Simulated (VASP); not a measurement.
Set up this calculation in VASP 6.6.1, as the native input.

```
Task                   : single point
Functional             : PBE
Potentials or basis    : VASP PAW PBE potentials, release 64 (Al, H)
Cutoff                 : 520 eV
k mesh                 : 6 × 6 × 2
Occupations            : gaussian, width 0.1 eV
Spin                   : no spin polarisation
Dipole correction      : no
Further INCAR settings : ALGO = Normal; EDIFF = 1e-07; NBANDS = 18
```

The structure of AlH4 lies in POSCAR:

```
AlH4
1.0
    2.5958421698      0.0016873599      0.0026737741
   -0.0081984751      3.6174778324     -0.0653121541
   -0.2166501719     -1.6881351015     10.9228268947
Al H
2 8
Direct
    0.8899988480      0.6038635500      0.2815806743
    0.9154637282      0.1474891294      0.6976119791
    0.8999090145      0.4158012652      0.4008082705
    0.4242745103      0.2041480762      0.8060535708
    0.9594348434      0.8838252549      0.0277408683
    0.9155532884      0.6483333703      0.6994729837
    0.3817364447      0.3691602723      0.1849711998
    0.4068193707      0.0917883405      0.5912328563
    0.3930283334      0.9261830788      0.3106093390
    0.8137816184      0.7094076626     -0.0000817419
```

One way to write it, as run:

INCAR

```
PREC = Accurate
ENCUT = 520
EDIFF = 1E-7
ISMEAR = 0
SIGMA = 0.1
LREAL = F
LASPH = T
NELM = 100
ALGO = Normal
ISIF = 2
LWAVE = F
LCHARG = T
GGA = PE
LELF = T
LVHAR = T
NBANDS = 18
```

KPOINTS

```
Automatic mesh
0
Gamma
  6 6 2
```

Potentials or basis: VASP PAW PBE potentials, release 64 (Al, H).

Run with:

```console
$ cat potpaw_PBE.64/Al/POTCAR potpaw_PBE.64/H/POTCAR > POTCAR
$ mpirun -np 1 vasp_std > vasp.out
```

Results of the run:

```json
{
  "Pressure": "-0.1 GPa",
  "Largest force": "0.020 eV/Å",
  "Band gap on the k mesh": "1.69 eV (least direct gap 2.11 eV)"
}
```

Wall time 49 s on 1 thread of Intel(R) Xeon(R) Platinum 8559C (Emerald Rapids), with other jobs on the host, peak memory 0.22 GiB.
